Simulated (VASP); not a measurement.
Set up this calculation in VASP 6.6.1, as the native input.

* Task: single point
* Functional: PBEsol
* Potentials or basis: VASP PAW PBE potentials, release 64 (Hf_pv)
* Cutoff: 520 eV
* k mesh: 16 × 16 × 16
* Occupations: gaussian, width 0.1 eV
* Spin: no spin polarisation
* Dipole correction: no
* Further INCAR settings: ALGO = Fast; EDIFF = 1e-06; NBANDS = 17

The structure of Hf lies in POSCAR:

```
Hf
1.0
    0.0000000000      3.1857020803      3.1857020803
    3.1857020803      0.0000000000      3.1857020803
    3.1857020803      3.1857020803      0.0000000000
Hf
2
Direct
    0.0000000000      0.0000000000      0.0000000000
    0.2500000000      0.2500000000      0.2500000000
```

One way to write it, as run:

INCAR

```
SYSTEM = Hf
PREC = Accurate
ENCUT = 520
EDIFF = 1E-6
ISMEAR = 0
SIGMA = 0.1
LREAL = .FALSE.
LASPH = .TRUE.
NELM = 80
ALGO = Fast
ISIF = 2
LWAVE = .FALSE.
LCHARG = .FALSE.
GGA = PS
NBANDS = 17
```

KPOINTS

```
Automatic mesh
0
G
  16 16 16
  0 0 0
```

Potentials or basis: VASP PAW PBE potentials, release 64 (Hf_pv).

Launch:

```bash
$ cat potpaw_PBE.64/Hf_pv/POTCAR > POTCAR
$ mpirun -np 1 vasp_std > vasp.out
```

Results of the run:

```yaml
Pressure: -0.3 GPa
Band_gap_on_the_k_mesh: zero (band 10 reaches 2.14 eV, above the bottom of band 11 at 1.44 eV)
```

Caveat: the PAW data sets were made with another functional, which shifts forces and pressure a little; spin-orbit coupling is left out, which moves the levels of the heavy elements.

It took 8.3 min on 1 thread of AMD EPYC 7R13, on a shared host, peak memory 0.27 GiB.
